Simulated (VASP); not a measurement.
Wanted: the native input for a VASP 6.6.1 run.

```yaml
Task: single point
Functional: PBE
Potentials_or_basis: VASP PAW PBE potentials, release 64 (Ga_d, Ge_d, O)
Cutoff: 520 eV
k_mesh: 16 × 16 × 10
Occupations: gaussian, width 0.1 eV
Spin: no spin polarisation
Dipole_correction: no
Further_INCAR_settings: ALGO = Normal; EDIFF = 1e-06; NBANDS = 24
```

The structure of GaGeO lies in POSCAR:

```
GaGeO
1.0
    3.0278847537      0.0000000000      0.0000000000
    0.0000000000      3.0278847537      0.0000000000
    0.0000000000      0.0000000000      5.3344688605
Ga Ge O
1 1 1
Direct
    0.5000000000      0.5000000000      0.5000000000
    0.5000000000      0.5000000000      0.0000000000
    0.0000000000      0.0000000000      0.0000000000
```

The cell was generated, and may not be a known phase.

One way to write it, as run:

INCAR

```
SYSTEM = GaGeO
ALGO = Normal
EDIFF = 1E-6
ENCUT = 520
GGA = PE
ISIF = 2
ISMEAR = 0
LASPH = .True.
LCHARG = .True.
LELF = .True.
LREAL = .False.
LVHAR = .True.
LWAVE = .False.
NBANDS = 24
NELM = 80
PREC = Accurate
SIGMA = 0.1
```

KPOINTS

```
k-points
0
Gamma
  16 16 10
  0 0 0
```

Potentials or basis: VASP PAW PBE potentials, release 64 (Ga_d, Ge_d, O).

Launch:

```console
$ cat potpaw_PBE.64/Ga_d/POTCAR potpaw_PBE.64/Ge_d/POTCAR potpaw_PBE.64/O/POTCAR > POTCAR
$ mpirun -np 1 vasp_std > vasp.out
```

It gave:

```json
{"Pressure": "0.2 GPa", "Band gap on the k mesh": "zero (an odd number of electrons rules out a gap without spin polarisation)"}
```

Caveat: an odd number of electrons without spin polarisation forces a metal; a magnetic or distorted state may lie lower.

Wall time 3.9 min on 1 thread of Intel Xeon 8259CL, on a shared host, peak memory 0.42 GiB.
